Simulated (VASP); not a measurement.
# PrYSe3 (Cmmm) in VASP: a series of runs

PrYSe3 is run at these levels: PBE; tasks: relaxation of cell and atoms.

Everything below comes from runs of VASP 6.6.1. Logs are shortened: lines on timing, memory, paths and dates and some standing lists are left out, and cuts for length are marked.

**1. The cell of the first run**

It takes space group Cmmm (No. 65, orthorhombic). Conventional cell: a = 6.794 Å, b = 8.243 Å, c = 5.655 Å, α = 90.00°, β = 90.00°, γ = 90.00°. Pr (site symmetry mmm) has 4 Se at 2.21 to 2.83 Å within 2.9 Å. Y (site symmetry mmm) has 8 Se at 3.07 to 4.12 Å within 4.2 Å. Se (site symmetry 2mm) has 1 Pr at 2.21 Å and 1 Se at 2.38 Å within 2.9 Å. Se (site symmetry mmm) has 2 Pr at 2.83 Å and 2 Y at 3.40 Å and 4 Se at 3.59 Å within 3.7 Å.

The cell was generated, and may not be a known phase.

**2. Relaxation of cell and atoms, PBE**

INCAR

```
SYSTEM = PrYSe3
PREC = Accurate ; ENCUT = 500
EDIFF = 1E-7 ; ISMEAR = 0
SIGMA = 0.15 ; LREAL = .False.
LASPH = .True. ; NELM = 200
ALGO = Normal ; ISIF = 3
LWAVE = .False. ; LCHARG = .False.
GGA = PE ; IBRION = 2
NSW = 36 ; EDIFFG = -0.08
GGA_COMPAT = .False. ; NELMIN = 4
LMAXMIX = 6
```

KPOINTS

```
Automatic mesh
0
Gamma
  2 2 2
  0 0 0
```

POSCAR

```
PrYSe3
1.0
    3.3971836600     -4.1216894000      0.0000000000
    3.3971836600      4.1216894000      0.0000000000
    0.0000000000      0.0000000000      5.6553759700
Pr Y Se
1 1 3
Direct
    0.5000000000      0.5000000000      0.0000000000
    0.0000000000      0.0000000000      0.5000000000
    0.1753126300      0.1753126300      0.0000000000
    0.8246873700      0.8246873700      0.0000000000
    0.5000000000      0.5000000000      0.5000000000
```

Potentials or basis: VASP PAW PBE potentials, release 64 (Pr_3, Y_sv, Se), 4f in core.

Started as:

```console
$ cat potpaw_PBE.64/Pr_3/POTCAR potpaw_PBE.64/Y_sv/POTCAR potpaw_PBE.64/Se/POTCAR > POTCAR
$ mpirun -np 1 vasp_std > vasp.out
```

OUTCAR:

```text
SYSTEM = PrYSe3
   PREC = Accurate
   ENCUT = 500
   EDIFF = 1E-7
   ISMEAR = 0
   LREAL = .False.
   LASPH = .True.
   NELM = 200
   ISIF = 3
   GGA = PE
   IBRION = 2
   NSW = 36
   EDIFFG = -0.08
   NELMIN = 4

 ion  position               nearest neighbor table
   1  0.500  0.500  0.000-   3 2.21   4 2.21   5 2.83   5 2.83
   2  0.000  0.000  0.500-   3 3.07   4 3.07   3 3.07   4 3.07   5 3.40   5 3.40
   3  0.175  0.175  0.000-   1 2.21   4 2.38   2 3.07   2 3.07
   4  0.825  0.825  0.000-   1 2.21   3 2.38   2 3.07   2 3.07
   5  0.500  0.500  0.500-   1 2.83   1 2.83   2 3.40   2 3.40

  LATTYP: Found a base centered orthorhombic cell.
 ALAT       =     6.7943673200
 B/A-ratio  =     1.2132665798
 C/A-ratio  =     0.8323624119

  Lattice vectors:

 A1 = (   3.3971836600,  -4.1216894000,   0.0000000000)
 A2 = (   3.3971836600,   4.1216894000,   0.0000000000)
 A3 = (   0.0000000000,   0.0000000000,   5.6553759700)

Analysis of symmetry for initial positions (statically):
=====================================================================
 Subroutine PRICEL returns:
 Original cell was already a primitive cell.

 Routine SETGRP: Setting up the symmetry group for a
 base centered orthorhombic supercell.

 Subroutine GETGRP returns: Found  8 space group operations
 (whereof  8 operations were pure point group operations)
 out of a pool of  8 trial point group operations.

The static configuration has the point symmetry D_2h.

Analysis of symmetry for dynamics (positions and initial velocities):
=====================================================================
 Subroutine PRICEL returns:
 Original cell was already a primitive cell.

 Routine SETGRP: Setting up the symmetry group for a
 base centered orthorhombic supercell.

 Subroutine GETGRP returns: Found  8 space group operations
 (whereof  8 operations were pure point group operations)
 out of a pool of  8 trial point group operations.

The dynamic configuration has the point symmetry D_2h.

 Subroutine INISYM returns: Found  8 space group operations
 (whereof  8 operations are pure point group operations),
 and found     1 'primitive' translations

----------------------------------------------------------------------------------------

                                     Primitive cell

  volume of cell :     158.3747

  direct lattice vectors                    reciprocal lattice vectors
     3.397183660 -4.121689400  0.000000000     0.147180739 -0.121309481  0.000000000
     3.397183660  4.121689400  0.000000000     0.147180739  0.121309481  0.000000000
     0.000000000  0.000000000  5.655375970     0.000000000  0.000000000  0.176822904

  length of vectors
     5.341271415  5.341271415  5.655375970     0.190730595  0.190730595  0.176822904

  position of ions in fractional coordinates (direct lattice)
     0.500000000  0.500000000  0.000000000
     0.000000000  0.000000000  0.500000000
     0.175312630  0.175312630  0.000000000
     0.824687370  0.824687370  0.000000000
     0.500000000  0.500000000  0.500000000

  ion indices of the primitive-cell ions
   primitive index   ion index
                 1           1
                 2           2
                 3           3
                 4           4
                 5           5

----------------------------------------------------------------------------------------

 KPOINTS: Automatic mesh

Automatic generation of k-mesh.
 Grid dimensions read from file:
 generate k-points for:    2    2    2

 Generating k-lattice:

  Cartesian coordinates                     Fractional coordinates (reciprocal lattice)
     0.073590369 -0.060654740  0.000000000     0.500000000  0.000000000  0.000000000
     0.073590369  0.060654740  0.000000000     0.000000000  0.500000000  0.000000000
     0.000000000  0.000000000  0.088411452     0.000000000  0.000000000  0.500000000

  Length of vectors
     0.095365297  0.095365297  0.088411452

  Shift w.r.t. Gamma in fractional coordinates (k-lattice)
     0.000000000  0.000000000  0.000000000

 Subroutine IBZKPT returns following result:
 ===========================================

 Found      6 irreducible k-points:

 Following reciprocal coordinates:
            Coordinates               Weight
  0.000000  0.000000  0.000000      1.000000
  0.500000  0.000000  0.000000      2.000000
  0.500000  0.500000  0.000000      1.000000
  0.000000  0.000000  0.500000      1.000000
  0.500000  0.000000  0.500000      2.000000
  0.500000  0.500000  0.500000      1.000000
   k-points           NKPTS =      6   k-points in BZ     NKDIM =      6   number of bands    NBANDS=     24
   number of dos      NEDOS =    301   number of ions     NIONS =      5
   total plane-waves  NPLWV =  67200
   dimension x,y,z NGX =    40 NGY =   40 NGZ =   42
   dimension x,y,z NGXF=    80 NGYF=   80 NGZF=   84
   ions per type =               1   1   3
   NGX,Y,Z   is equivalent  to a cutoff of  12.45, 12.45, 12.35 a.u.
   NGXF,Y,Z  is equivalent  to a cutoff of  24.90, 24.90, 24.69 a.u.
 SYSTEM =  PrYSe3
   PREC   = accura    normal or accurate (medium, high low for compatibility)
   ISTART =      0    job   : 0-new  1-cont  2-samecut
   ICHARG =      2    charge: 1-file 2-atom 10-const
   ISPIN  =      1    spin polarized calculation?
   LNONCOLLINEAR =      F non collinear calculations
   LSORBIT =      F    spin-orbit coupling
   LASPH  =      T    aspherical Exc in radial PAW
   ENCUT  =  500.0 eV  36.75 Ry    6.06 a.u.   9.74  9.74 10.31*2*pi/ulx,y,z
   NELM   =    200;   NELMIN=  4; NELMDL= -5     # of ELM steps
   EDIFF  = 0.1E-06   stopping-criterion for ELM
   LREAL  =      F    real-space projection
   EDIFFG = -.8E-01   stopping-criterion for IOM
   NSW    =     36    number of steps for IOM
   IBRION =      2    ionic relax: 0-MD 1-quasi-New 2-CG
   NFREE  =      1    steps in history (QN), initial steepest desc. (CG)
   ISIF   =      3    stress and relaxation
   ISYM   =      2    0-nonsym 1-usesym 2-fastsym
   POTIM  = 0.5000    time-step for ionic-motion
   TEBEG  =    0.0;   TEEND  =   0.0 temperature during run
   PSTRESS=    0.0 pullay stress
   NELECT =      40.0000    total number of electrons
   NUPDOWN=      -1.0000    fix difference up-down
   EMIN   =  10.00;   EMAX   =-10.00  energy-range for DOS
   EFERMI =   0.00;   METHOD = LEGACY
   ISMEAR =     0;   SIGMA  =   0.15  broadening in eV -4-tet -1-fermi 0-gaus
   EFERMI_NEDOS =   21; number of points for ismear=-14 and -15
   IALGO  =     38    algorithm
   IMIX   =      4    mixing-type and parameters
     AMIX     =   0.40;   BMIX     =  1.00
     AMIX_MAG =   1.60;   BMIX_MAG =  1.00
  volume/ion in A,a.u.               =      31.67       213.75
  Fermi-wavevector in a.u.,A,eV,Ry     =   1.034823  1.955533 14.569928  1.070859
  Thomas-Fermi vector in A             =   2.169137
   LORBIT       =      0    0 simple, 1 ext, 2 COOP (PROOUT), +10 PAW based schemes
   GGA     = PE    functional components
   LHFCALC =     F    Hartree Fock is set to
   AEXX    =    0.0000 exact exchange contribution
   IVDW    =     0    specifies the selected vdW correction
   LEPSILON=     F    determine dielectric tensor
   LRPA    =     F    only Hartree local field effects (RPA)
 conjugate gradient relaxation of ions
 non-spin polarized calculation
 Gauss-broadening in eV      SIGMA  =   0.15
  energy-cutoff  :      500.00
  volume of cell :      158.37
 maximum number of plane-waves:      4032
 NGX is ok and might be reduce to    40
   NGX = 19   NGY = 19   NGZ = 21

--------------------------------------- Ionic step        1  -------------------------------------------

 number of electron      39.9999999 magnetization

 Free energy of the ion-electron system (eV)
  ---------------------------------------------------
  ext. energy  EPLUGINS =         0.00000000
  ---------------------------------------------------
  free energy    TOTEN  =       -20.29734621 eV

  energy without entropy =      -20.27965771  energy(sigma->0) =      -20.28850196

------------------------ aborting loop because EDIFF is reached ----------------------------------------

  FORCE on cell =-STRESS in cart. coord.  units (eV):
  Direction    XX          YY          ZZ          XY          YZ          ZX
  --------------------------------------------------------------------------------------
  -------------------------------------------------------------------------------------
  Total       61.8608200     -4.5532082      2.3472354      0.0000000      0.0000000      0.0000000
  in kB      625.8071041    -46.0619508     23.7455078      0.0000000      0.0000000      0.0000000
  external PRESSURE =     201.1635537 kB  Pullay stress =       0.0000000 kB
[... 98 lines left out ...]
  FREE ENERGIE OF THE ION-ELECTRON SYSTEM (eV)
  ---------------------------------------------------
  free  energy   TOTEN  =       -23.9894356759 eV

  energy  without entropy=      -23.9628809650  energy(sigma->0) =      -23.97615832

 E-fermi :   5.3493     XC(G=0):  -9.7559

 val. band max:        5.3099883348   @ k =   0.0000   0.0000   0.5000
 cond. band min:       5.3841933017   @ k =   0.5000   0.0000   0.0000
 fundamental gap:      0.0742049669
 Fermi energy:         5.3493105620

 k-point     1 :       0.0000    0.0000    0.0000
  band No.  band energies     occupation
      1     -37.8126      2.00000
      2     -30.9337      2.00000
      3     -18.7506      2.00000
      4     -17.9825      2.00000
      5     -17.7770      2.00000
      6     -13.3620      2.00000
[... 151 lines left out ...]
     23       7.2376      0.00000
     24       7.5319      0.00000

[... ionic steps 4 to 26 ...]

--------------------------------------- Ionic step       27  -------------------------------------------

 number of electron      39.9999999 magnetization

------------------------ aborting loop because EDIFF is reached ----------------------------------------

  FORCE on cell =-STRESS in cart. coord.  units (eV):
  Direction    XX          YY          ZZ          XY          YZ          ZX
  --------------------------------------------------------------------------------------
  -------------------------------------------------------------------------------------
  Total        0.6262903     -0.0955877     -0.3101229      0.0000000      0.0000000      0.0000000
  in kB        6.7576634     -1.0313901     -3.3462211      0.0000000      0.0000000      0.0000000
  external PRESSURE =       0.7933507 kB  Pullay stress =       0.0000000 kB
[... 63 lines left out ...]
  energy  without entropy=      -28.7647437323  energy(sigma->0) =      -28.77199001

--------------------------------------- Ionic step       29  -------------------------------------------

 number of electron      39.9999999 magnetization

 Free energy of the ion-electron system (eV)
  ---------------------------------------------------
  ext. energy  EPLUGINS =         0.00000000
  ---------------------------------------------------
  free energy    TOTEN  =       -28.78179362 eV

  energy without entropy =      -28.76740593  energy(sigma->0) =      -28.77459977

 E-fermi :   3.0936     XC(G=0):  -9.0160

 val. band max:        2.9951978356   @ k =   0.5000   0.5000   0.0000
 cond. band min:       3.1894511742   @ k =   0.0000   0.0000   0.5000
 fundamental gap:      0.1942533386
 Fermi energy:         3.0935738479

 k-point     1 :       0.0000    0.0000    0.0000
  band No.  band energies     occupation
      1     -40.6295      2.00000
      2     -33.0923      2.00000
      3     -20.7292      2.00000
      4     -20.5702      2.00000
      5     -20.4279      2.00000
      6     -15.3332      2.00000
[... 183 lines left out ...]
  FREE ENERGIE OF THE ION-ELECTRON SYSTEM (eV)
  ---------------------------------------------------
  free  energy   TOTEN  =       -28.7817936154 eV

  energy  without entropy=      -28.7674059293  energy(sigma->0) =      -28.77459977

 reached required accuracy - stopping structural energy minimisation
```

Wall time 11 min (1 thread of AMD EPYC 7R13 (Zen 3), shared host); peak memory 0.25 GiB.

What came out:

- Free energy: -28.7818 eV
- Relaxed volume: 29.73 Å³/atom
- Relaxed cell: a = 5.519 Å, b = 5.519 Å, c = 5.564 Å, α = 90.00°, β = 90.00°, γ = 61.27°
- Space group after relaxing (to 0.1 Å): Cmmm (No. 65)
- Pressure after relaxing: 0.0 GPa
- Largest force after relaxing: 0.003 eV/Å
- Band gap on the k mesh: zero (bands 20 and 21 overlap by 0.19 eV)

Forces on the atoms (eV/Å):
```
Pr   0.000  0.000  0.000
Y    0.000  0.000  0.000
Se  -0.003  0.000  0.000
Se   0.003  0.000  0.000
Se   0.000  0.000  0.000
```

Stress tensor (GPa, compression positive):
```
 0.14  0.00  0.00
 0.00 -0.09  0.00
 0.00  0.00  0.05
```

Final structure:
```xyz
5
Lattice="4.7491 -2.8123 0.0000 4.7491 2.8123 0.0000 0.0000 0.0000 5.5644" Properties=species:S:1:pos:R:3 pbc="T T T"
Pr    4.7491    0.0000    0.0000
Y     0.0000    0.0000    2.7822
Se    1.4583    0.0000    0.0000
Se    8.0399    0.0000    0.0000
Se    4.7491    0.0000    2.7822
```

Levels at points of the mesh, in eV from the Fermi level:
| k point | band 17 | band 18 | band 19 | band 20 | band 21 | band 22 | band 23 | band 24 |
| --- | --- | --- | --- | --- | --- | --- | --- | --- |
| (0.00, 0.00, 0.00) | -1.92 | -1.37 | -0.68 | -0.27 | 0.52 | 0.75 | 1.38 | 1.77 |
| (0.50, 0.00, 0.00) | -2.48 | -2.02 | -0.67 | -0.58 | 1.42 | 1.64 | 2.45 | 2.48 |
| (0.50, 0.50, 0.00) | -2.23 | -1.52 | -1.09 | -0.43 | -0.10 | 1.92 | 1.94 | 2.22 |
| (0.00, 0.00, 0.50) | -2.57 | -1.33 | -1.17 | 0.10 | 0.85 | 1.00 | 2.22 | 2.51 |
| (0.50, 0.00, 0.50) | -2.62 | -1.88 | -0.72 | -0.68 | 1.54 | 2.20 | 2.40 | 2.64 |
| (0.50, 0.50, 0.50) | -3.07 | -1.09 | -0.93 | -0.35 | 1.52 | 1.65 | 1.92 | 2.07 |

Caveat: the k points lie up to 0.65 Å⁻¹ apart in the final cell; spin-orbit coupling is left out, which moves the levels of the heavy elements; the 4f electrons are frozen in the core, so they carry no moment and show no levels; the run has no spin polarisation, though such a crystal can be magnetic.

**3. Relaxation of cell and atoms, PBE**

This run uses another cell than the first one, of 27.46 Å³/atom.

INCAR

```
PREC = Accurate
ENCUT = 500
EDIFF = 1E-7
ISMEAR = 0
SIGMA = 0.15
LREAL = False
LASPH = True
NELM = 200
ALGO = Normal
ISIF = 3
LWAVE = False
LCHARG = False
GGA = PE
IBRION = 2
NSW = 36
EDIFFG = -0.08
GGA_COMPAT = False
NELMIN = 4
LMAXMIX = 6
```

KPOINTS

```
Automatic mesh
0
Gamma
  3 3 2
```

POSCAR

```
PrYSe3
1.0
    2.7583573500     -4.1568681400      0.0000000000
    2.7583573500      4.1568681400      0.0000000000
    0.0000000000      0.0000000000      5.9862741800
Pr Y Se
1 1 3
Direct
    0.0000000000      0.0000000000      0.5000000000
    0.5000000000      0.5000000000      0.5000000000
    0.0000000000      0.5000000000      0.0000000000
    0.5000000000      0.0000000000      0.0000000000
    0.0000000000      0.0000000000      0.0000000000
```

Potentials or basis: VASP PAW PBE potentials, release 64 (Pr_3, Y_sv, Se), 4f in core.

Started as:

```console
$ cat potpaw_PBE.64/Pr_3/POTCAR potpaw_PBE.64/Y_sv/POTCAR potpaw_PBE.64/Se/POTCAR > POTCAR
$ mpirun -np 1 vasp_std > vasp.out
```

It took 5.3 min on 1 thread of AMD EPYC 7R13 (Zen 3), shared host; peak memory 0.23 GiB.

The run converged. Its results:

```yaml
Free_energy: -21.8680 eV
Relaxed_volume: 31.45 Å³/atom
Relaxed_cell: a = 5.362 Å, b = 5.362 Å, c = 5.469 Å, α = 90.00°, β = 90.00°, γ = 90.19°
Space_group_after_relaxing_to_0.1_Å: P4/mmm (No. 123)
Energy_gained_by_relaxing: 641.1 meV/atom
Ionic_steps: 11
Pressure_after_relaxing: 0.0 GPa
Band_gap_on_the_k_mesh: zero (bands 20 and 21 overlap by 0.96 eV)
```

Stress tensor (GPa, compression positive):
```
 0.08  0.00  0.00
 0.00  0.01  0.00
 0.00  0.00 -0.04
```

The path:
```csv
step,energy change (eV),largest force (eV/Å),pressure (GPa),volume (Å³)
1,0.0000,0.0000,8.23,137.28
2,-2.2876,0.0000,-0.93,165.49
3,-2.5567,0.0000,-3.72,178.83
4,-2.9869,0.0000,0.94,162.55
5,-3.0149,0.0000,-0.25,165.36
6,-3.1143,0.0000,-0.15,162.31
7,-3.1957,0.0000,0.20,157.89
8,-3.2030,0.0000,0.43,155.71
9,-3.2034,0.0000,0.39,156.07
10,-3.2026,0.0000,-0.41,158.64
11,-3.2053,0.0000,0.02,157.23
```

Final structure:
```
CELL_PARAMETERS angstrom
3.78528 -3.79767 0.00000
3.78528 3.79767 0.00000
0.00000 0.00000 5.46887
ATOMIC_POSITIONS crystal
Pr 0.00000 0.00000 0.50000
Y 0.50000 0.50000 0.50000
Se 0.00000 0.50000 0.00000
Se 0.50000 0.00000 0.00000
Se 0.00000 0.00000 0.00000
```

Levels at points of the mesh, in eV from the Fermi level:
```tsv
k point	band 16	band 17	band 18	band 19	band 20	band 21	band 22	band 23	band 24
(0.00, 0.00, 0.00)	-2.11	-1.84	-1.80	-0.96	-0.64	-0.51	0.02	0.03	0.63
(0.00, 0.00, 0.50)	-3.12	-2.00	-1.97	-0.40	0.44	1.22	1.77	1.78	2.59
```

Caveat: the k points lie up to 0.57 Å⁻¹ apart in the final cell, too coarse for converged energies and pressures of a metal; spin-orbit coupling is left out, which moves the levels of the heavy elements; the 4f electrons are frozen in the core, so they carry no moment and show no levels; the run has no spin polarisation, though such a crystal can be magnetic.

The gap in the log of VASP goes by the Fermi energy; the results here count the filled bands.